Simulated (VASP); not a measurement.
Write the native input for VASP 6.6.1 that does the following.

```
Task                   : single point
Functional             : PBE
Potentials or basis    : VASP PAW PBE potentials, release 64 (Bi_d, S)
Cutoff                 : 520 eV
k mesh                 : 5 × 5 × 5
Occupations            : fermi-dirac, width 0.05 eV
Spin                   : non-collinear spin, zero start, spin-orbit coupling
Starting moments       : [[0.0, 0.0, 0.0], [0.0, 0.0, 0.0]] μB
Dipole correction      : no
Further INCAR settings : ALGO = Normal; EDIFF = 1e-06; NBANDS = 33
```

The structure of BiS lies in POSCAR:

```
BiS
1.0
    4.0029443400      0.0000000000      0.0000000000
    0.0000000000      4.0029443400      0.0000000000
    0.0000000000      0.0000000000      4.0029443400
Bi S
1 1
Direct
    0.5000000000      0.5000000000      0.5000000000
    0.0000000000      0.0000000000      0.0000000000
```

The input as run:

INCAR

```
SYSTEM = BiS
PREC = Accurate
ENCUT = 520
EDIFF = 1E-6
ISMEAR = -1
SIGMA = 0.05
LREAL = .FALSE.
LASPH = .TRUE.
NELM = 150
ALGO = Normal
ISIF = 2
LWAVE = .FALSE.
LCHARG = .FALSE.
LNONCOLLINEAR = .TRUE.
MAGMOM = 0 0 0 0 0 0
LORBIT = 11
LSORBIT = .TRUE.
GGA_COMPAT = .FALSE.
LORBMOM = .TRUE.
GGA = PE
NBANDS = 33
```

KPOINTS

```
regular mesh
0
G
  5 5 5
  0 0 0
```

Potentials or basis: VASP PAW PBE potentials, release 64 (Bi_d, S).

The run is started by

```sh
$ cat potpaw_PBE.64/Bi_d/POTCAR potpaw_PBE.64/S/POTCAR > POTCAR
$ mpirun -np 1 vasp_ncl > vasp.out
```

Results of the run:

```json
{
  "Pressure": "-9.3 GPa",
  "Net moment": "0.00 μB per cell",
  "Valence electrons inside the program's atomic spheres": "Bi 12.49; S 3.56"
}
```

Caveat: the cell stands under tension.

Run time: 57 s on 1 thread of Intel Xeon 8259CL, on a shared host, peak memory 0.28 GiB.
